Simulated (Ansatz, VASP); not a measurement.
**Yb in VASP and in Ansatz**

```
Yb
1.0
     3.68707    0.00000    0.00000
    -1.84353    3.19309    0.00000
     0.00000    0.00000    6.06919
Yb
2
Direct
  0.33333 0.66667 0.25000
  0.66667 0.33333 0.75000
```

Alike in both runs: task single point; functional RPBE; k mesh 11 × 11 × 6; occupations fermi-dirac, width 0.1 eV; no spin polarisation.

```csv
,VASP,Ansatz
version,VASP 6.6.1,Ansatz 0.2.0
potentials or method,"VASP PAW PBE potentials, release 64 (Yb), cutoff 520 eV","plane waves (420 eV) with PAW, scalar-relativistic"
valence electrons in the cell,48,48
```

```tsv
	VASP	Ansatz	Ansatz less VASP
pressure (GPa)	0.3	1.5	+1.10
traceless stress, the component that is largest in VASP (GPa)	-0.05	-0.04	+0.011
```

VASP's potentials were made for PBE, not for RPBE. The functional is the same, so the differences come from potentials, cutoffs and numerics.

Neither program's run includes spin-orbit coupling.
